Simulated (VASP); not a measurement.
# SnTe (F-43m) in VASP: further runs

The runs below take SnTe through single point, with PBEsol, PBE-based screened hybrid.

All numbers are computed with VASP 6.6.1; they aren't measurements. Logs are shortened: lines on timing, memory, paths and dates and some standing lists are left out, and cuts for length are marked.

**1. The cell of the first run**

The structure is cubic, space group F-43m (No. 216). Conventional cell: a = 7.222 Å, b = 7.222 Å, c = 7.222 Å, α = 90.00°, β = 90.00°, γ = 90.00°. Te (site symmetry -43m) has 4 Sn at 3.13 Å within 4.1 Å. Within 4.1 Å of Sn (site symmetry -43m) lie 4 Te at 3.13 Å.

**2. Single point, PBEsol**

Input file INCAR:

```
SYSTEM = SnTe
  ALGO = Normal
  EDIFF = 1E-6
  ENCUT = 500
  GGA = PS
  GGA_COMPAT = .FALSE.
  ISIF = 2
  ISMEAR = -1
  LASPH = .TRUE.
  LCHARG = .FALSE.
  LREAL = .FALSE.
  LWAVE = .FALSE.
  NBANDS = 17
  NELM = 120
  PREC = Accurate
  SIGMA = 0.02
```

Input file KPOINTS:

```
k-points
0
G
  6 6 6
  0 0 0
```

Input file POSCAR:

```
SnTe
1.0
    0.0000000000      3.6111460000      3.6111460000
    3.6111460000      0.0000000000      3.6111460000
    3.6111460000      3.6111460000      0.0000000000
Te Sn
1 1
Direct
    0.2500000000      0.2500000000      0.2500000000
    0.0000000000      0.0000000000      0.0000000000
```

Potentials or basis: VASP PAW PBE potentials, release 64 (Te, Sn_d).

The run is started by

```bash
$ cat potpaw_PBE.64/Te/POTCAR potpaw_PBE.64/Sn_d/POTCAR > POTCAR
$ mpirun -np 1 vasp_std > vasp.out
```

OUTCAR:

```text
SYSTEM = SnTe
   EDIFF = 1E-6
   ENCUT = 500
   GGA = PS
   ISIF = 2
   ISMEAR = -1
   LASPH = .TRUE.
   LREAL = .FALSE.
   NELM = 120
   PREC = Accurate

 ion  position               nearest neighbor table
   1  0.250  0.250  0.250-   2 3.13   2 3.13   2 3.13   2 3.13
   2  0.000  0.000  0.000-   1 3.13   1 3.13   1 3.13   1 3.13

  LATTYP: Found a face centered cubic cell.
 ALAT       =     7.2222920000

  Lattice vectors:

 A1 = (   0.0000000000,   3.6111460000,   3.6111460000)
 A2 = (   3.6111460000,   0.0000000000,   3.6111460000)
 A3 = (   3.6111460000,   3.6111460000,   0.0000000000)

Analysis of symmetry for initial positions (statically):
=====================================================================
 Subroutine PRICEL returns:
 Original cell was already a primitive cell.

 Routine SETGRP: Setting up the symmetry group for a
 face centered cubic supercell.

 Subroutine GETGRP returns: Found 24 space group operations
 (whereof 24 operations were pure point group operations)
 out of a pool of 48 trial point group operations.

The static configuration has the point symmetry T_d .

Analysis of symmetry for dynamics (positions and initial velocities):
=====================================================================
 Subroutine PRICEL returns:
 Original cell was already a primitive cell.

 Routine SETGRP: Setting up the symmetry group for a
 face centered cubic supercell.

 Subroutine GETGRP returns: Found 24 space group operations
 (whereof 24 operations were pure point group operations)
 out of a pool of 48 trial point group operations.

The dynamic configuration has the point symmetry T_d .

 Subroutine INISYM returns: Found 24 space group operations
 (whereof 24 operations are pure point group operations),
 and found     1 'primitive' translations

----------------------------------------------------------------------------------------

                                     Primitive cell

  volume of cell :      94.1814

  direct lattice vectors                    reciprocal lattice vectors
     0.000000000  3.611146000  3.611146000    -0.138460201  0.138460201  0.138460201
     3.611146000  0.000000000  3.611146000     0.138460201 -0.138460201  0.138460201
     3.611146000  3.611146000  0.000000000     0.138460201  0.138460201 -0.138460201

  length of vectors
     5.106931649  5.106931649  5.106931649     0.239820102  0.239820102  0.239820102

  position of ions in fractional coordinates (direct lattice)
     0.250000000  0.250000000  0.250000000
     0.000000000  0.000000000  0.000000000

  ion indices of the primitive-cell ions
   primitive index   ion index
                 1           1
                 2           2

----------------------------------------------------------------------------------------

 KPOINTS: k-points

Automatic generation of k-mesh.
 Grid dimensions read from file:
 generate k-points for:    6    6    6

 Generating k-lattice:

  Cartesian coordinates                     Fractional coordinates (reciprocal lattice)
    -0.023076700  0.023076700  0.023076700     0.166666667  0.000000000  0.000000000
     0.023076700 -0.023076700  0.023076700     0.000000000  0.166666667  0.000000000
     0.023076700  0.023076700 -0.023076700     0.000000000  0.000000000  0.166666667

  Length of vectors
     0.039970017  0.039970017  0.039970017

  Shift w.r.t. Gamma in fractional coordinates (k-lattice)
     0.000000000  0.000000000  0.000000000

 Subroutine IBZKPT returns following result:
 ===========================================

 Found     16 irreducible k-points:

 Following reciprocal coordinates:
            Coordinates               Weight
  0.000000  0.000000  0.000000      1.000000
  0.166667  0.000000  0.000000      8.000000
  0.333333  0.000000  0.000000      8.000000
  0.500000  0.000000  0.000000      4.000000
  0.166667  0.166667  0.000000      6.000000
  0.333333  0.166667  0.000000     24.000000
[... 8 lines left out ...]
 -0.333333  0.333333  0.166667     24.000000
 -0.333333  0.500000  0.166667     12.000000
   k-points           NKPTS =     16   k-points in BZ     NKDIM =     16   number of bands    NBANDS=     17
   number of dos      NEDOS =    301   number of ions     NIONS =      2
   total plane-waves  NPLWV =  64000
   dimension x,y,z NGX =    40 NGY =   40 NGZ =   40
   dimension x,y,z NGXF=    80 NGYF=   80 NGZF=   80
   ions per type =               1   1
   NGX,Y,Z   is equivalent  to a cutoff of  13.02, 13.02, 13.02 a.u.
   NGXF,Y,Z  is equivalent  to a cutoff of  26.04, 26.04, 26.04 a.u.
 SYSTEM =  SnTe
   PREC   = accura    normal or accurate (medium, high low for compatibility)
   ISTART =      0    job   : 0-new  1-cont  2-samecut
   ICHARG =      2    charge: 1-file 2-atom 10-const
   ISPIN  =      1    spin polarized calculation?
   LNONCOLLINEAR =      F non collinear calculations
   LSORBIT =      F    spin-orbit coupling
   LASPH  =      T    aspherical Exc in radial PAW
   ENCUT  =  500.0 eV  36.75 Ry    6.06 a.u.   9.31  9.31  9.31*2*pi/ulx,y,z
   NELM   =    120;   NELMIN=  2; NELMDL= -5     # of ELM steps
   EDIFF  = 0.1E-05   stopping-criterion for ELM
   LREAL  =      F    real-space projection
   EDIFFG = 0.1E-04   stopping-criterion for IOM
   NSW    =      0    number of steps for IOM
   IBRION =     -1    ionic relax: 0-MD 1-quasi-New 2-CG
   NFREE  =      0    steps in history (QN), initial steepest desc. (CG)
   ISIF   =      2    stress and relaxation
   ISYM   =      2    0-nonsym 1-usesym 2-fastsym
   POTIM  = 0.5000    time-step for ionic-motion
   TEBEG  =    0.0;   TEEND  =   0.0 temperature during run
   PSTRESS=    0.0 pullay stress
   NELECT =      20.0000    total number of electrons
   NUPDOWN=      -1.0000    fix difference up-down
   EMIN   =  10.00;   EMAX   =-10.00  energy-range for DOS
   EFERMI =   0.00;   METHOD = LEGACY
   ISMEAR =    -1;   SIGMA  =   0.02  broadening in eV -4-tet -1-fermi 0-gaus
   EFERMI_NEDOS =   21; number of points for ismear=-14 and -15
   IALGO  =     38    algorithm
   IMIX   =      4    mixing-type and parameters
     AMIX     =   0.40;   BMIX     =  1.00
     AMIX_MAG =   1.60;   BMIX_MAG =  1.00
  volume/ion in A,a.u.               =      47.09       317.78
  Fermi-wavevector in a.u.,A,eV,Ry     =   0.976704  1.845704 12.979296  0.953951
  Thomas-Fermi vector in A             =   2.107344
   LORBIT       =      0    0 simple, 1 ext, 2 COOP (PROOUT), +10 PAW based schemes
   GGA     = PS    functional components
   LHFCALC =     F    Hartree Fock is set to
   AEXX    =    0.0000 exact exchange contribution
   IVDW    =     0    specifies the selected vdW correction
   LEPSILON=     F    determine dielectric tensor
   LRPA    =     F    only Hartree local field effects (RPA)
 non-spin polarized calculation
  energy-cutoff  :      500.00
  volume of cell :       94.18
 maximum number of plane-waves:      2421
 NGX is ok and might be reduce to    40
   NGX = 19   NGY = 19   NGZ = 19

 number of electron      19.9999999 magnetization

 Free energy of the ion-electron system (eV)
  ---------------------------------------------------
  ext. energy  EPLUGINS =         0.00000000
  ---------------------------------------------------
  free energy    TOTEN  =        -7.60180014 eV

  energy without entropy =       -7.60174939  energy(sigma->0) =       -7.60177476

 E-fermi :   3.0031     XC(G=0):  -7.6266

 val. band max:        2.8756443280   @ k =  -0.3333   0.5000   0.1667
 cond. band min:       3.1028381469   @ k =   0.5000   0.5000   0.0000
 fundamental gap:      0.2271938188
 Fermi energy:         3.0030992751

 k-point     1 :       0.0000    0.0000    0.0000
  band No.  band energies     occupation
      1     -18.6588      2.00000
      2     -18.6588      2.00000
      3     -18.6588      2.00000
      4     -18.6495      2.00000
      5     -18.6495      2.00000
      6      -8.5050      2.00000
[... 9 lines left out ...]
     16       9.4611      0.00000
     17      10.5682      0.00000

 k-point     2 :       0.1667    0.0000    0.0000
  band No.  band energies     occupation
      1     -18.6591      2.00000
      2     -18.6584      2.00000
      3     -18.6584      2.00000
      4     -18.6495      2.00000
      5     -18.6495      2.00000
      6      -8.3901      2.00000
[... 9 lines left out ...]
     16       8.9384      0.00000
     17      10.0794      0.00000

 k-point     3 :       0.3333    0.0000    0.0000
  band No.  band energies     occupation
      1     -18.6598      2.00000
      2     -18.6577      2.00000
      3     -18.6577      2.00000
      4     -18.6494      2.00000
      5     -18.6494      2.00000
      6      -8.1237      2.00000
[... 9 lines left out ...]
     16       9.0728      0.00000
     17      10.2969      0.00000

 k-point     4 :       0.5000    0.0000    0.0000
  band No.  band energies     occupation
      1     -18.6601      2.00000
      2     -18.6574      2.00000
      3     -18.6574      2.00000
      4     -18.6493      2.00000
      5     -18.6493      2.00000
      6      -7.9644      2.00000
[... 9 lines left out ...]
     16       9.8900      0.00000
     17       9.8900      0.00000
[... 183 lines left out ...]
      1     -18.6608      2.00000
      2     -18.6571      2.00000
      3     -18.6567      2.00000
      4     -18.6498      2.00000
      5     -18.6491      2.00000
      6      -7.9212      2.00000
[... 9 lines left out ...]
     16      10.3170      0.00000
     17      11.3498      0.00000

 k-point    15 :      -0.3333    0.3333    0.1667
  band No.  band energies     occupation
      1     -18.6608      2.00000
      2     -18.6571      2.00000
      3     -18.6563      2.00000
      4     -18.6497      2.00000
      5     -18.6492      2.00000
      6      -7.8023      2.00000
[... 9 lines left out ...]
     16      10.1486      0.00000
     17      11.1913      0.00000

 k-point    16 :      -0.3333    0.5000    0.1667
  band No.  band energies     occupation
      1     -18.6614      2.00000
      2     -18.6567      2.00000
      3     -18.6559      2.00000
      4     -18.6500      2.00000
      5     -18.6489      2.00000
      6      -7.7427      2.00000
[... 9 lines left out ...]
     16      10.8868      0.00000
     17      10.9174      0.00000

------------------------ aborting loop because EDIFF is reached ----------------------------------------

  FORCE on cell =-STRESS in cart. coord.  units (eV):
  Direction    XX          YY          ZZ          XY          YZ          ZX
  --------------------------------------------------------------------------------------
  -------------------------------------------------------------------------------------
  Total       -0.8099828     -0.8099828     -0.8099828      0.0000000      0.0000000      0.0000000
  in kB      -13.7791128    -13.7791128    -13.7791128      0.0000000      0.0000000      0.0000000
  external PRESSURE =     -13.7791128 kB  Pullay stress =       0.0000000 kB

 VOLUME and BASIS-vectors are now :
 -----------------------------------------------------------------------------
  energy-cutoff  :      500.00
  volume of cell :       94.18
      direct lattice vectors                 reciprocal lattice vectors
     0.000000000  3.611146000  3.611146000    -0.138460201  0.138460201  0.138460201
     3.611146000  0.000000000  3.611146000     0.138460201 -0.138460201  0.138460201
     3.611146000  3.611146000  0.000000000     0.138460201  0.138460201 -0.138460201

 POSITION                                       TOTAL-FORCE (eV/Angst)
 -----------------------------------------------------------------------------------
      1.80557      1.80557      1.80557        -0.000000     -0.000000     -0.000000
      0.00000      0.00000      0.00000         0.000000      0.000000      0.000000
 -----------------------------------------------------------------------------------
    total drift:                               -0.000000     -0.000000     -0.000000

  FREE ENERGIE OF THE ION-ELECTRON SYSTEM (eV)
  ---------------------------------------------------
  free  energy   TOTEN  =        -7.6018001403 eV

  energy  without entropy=       -7.6017493880  energy(sigma->0) =       -7.60177476
```

Wall time 11 s (1 thread of Intel Xeon 6975P-C (Granite Rapids), shared host); peak memory 0.24 GiB.

Results:

| Quantity | Value |
| --- | --- |
| Free energy | -7.6018 eV |
| Pressure | -1.4 GPa |
| Band gap on the k mesh | 0.23 eV, indirect (least direct gap 0.76 eV) |

Caveat: the PAW data sets were made with another functional, which shifts forces and pressure a little; spin-orbit coupling is left out, which moves the levels of the heavy elements.

**3. Single point, PBE-based screened hybrid**

POSCAR is that of step 2.

Input file INCAR.step1:

```
ALGO = Normal ; EDIFF = 1E-5
ENCUT = 520 ; GGA = PE
ISIF = 2 ; ISMEAR = -1
LASPH = True ; LCHARG = False
LREAL = False ; LWAVE = True
NBANDS = 17 ; NELM = 80
PREC = Accurate ; SIGMA = 0.05
```

Input file INCAR.step2:

```
AEXX = 0.25 ; ALGO = Normal
EDIFF = 1E-7 ; ENCUT = 520
GGA = PE ; HFSCREEN = 0.3
ISIF = 2 ; ISMEAR = -1
ISTART = 1 ; LASPH = True
LCHARG = False ; LHFCALC = True
LREAL = False ; LWAVE = False
NBANDS = 17 ; NELM = 80
PREC = Accurate ; PRECFOCK = Normal
SIGMA = 0.05
```

Input file KPOINTS:

```
k-points
0
Gamma
  4 4 4
```

Potentials or basis: VASP PAW PBE potentials, release 64 (Te, Sn_d).

The run is started by

```bash
$ cat potpaw_PBE.64/Te/POTCAR potpaw_PBE.64/Sn_d/POTCAR > POTCAR
$ cp INCAR.step1 INCAR
$ mpirun -np 1 vasp_std > vasp.out
$ cp INCAR.step2 INCAR
$ mpirun -np 1 vasp_std > vasp.out
```

Run time: 20 min. Hardware: 1 thread of Intel Xeon Platinum 8488C (Sapphire Rapids), shared host; peak memory 0.35 GiB.

The run converged. Its results:

```
Free energy            : -8.1483 eV
Pressure               : -0.7 GPa
Band gap on the k mesh : 0.26 eV, indirect (least direct gap 1.02 eV)
```

Levels at points of the mesh, in eV from the valence-band top:
| k point | band 7 | band 8 | band 9 | band 10 | band 11 | band 12 | band 13 | band 14 |
| --- | --- | --- | --- | --- | --- | --- | --- | --- |
| (0.00, 0.00, 0.00) | -5.55 | -2.23 | -2.23 | -2.23 | 1.23 | 1.23 | 1.23 | 4.36 |
| (0.50, 0.00, 0.00) | -7.65 | -2.80 | -2.80 | -2.20 | 2.07 | 2.07 | 3.76 | 5.95 |
| (0.50, 0.50, 0.00) | -8.06 | -3.50 | -3.50 | -0.76 | 0.26 | 4.33 | 4.33 | 5.76 |

Caveat: the PAW data sets were made with another functional, which shifts forces and pressure a little; spin-orbit coupling is left out, which moves the levels of the heavy elements.
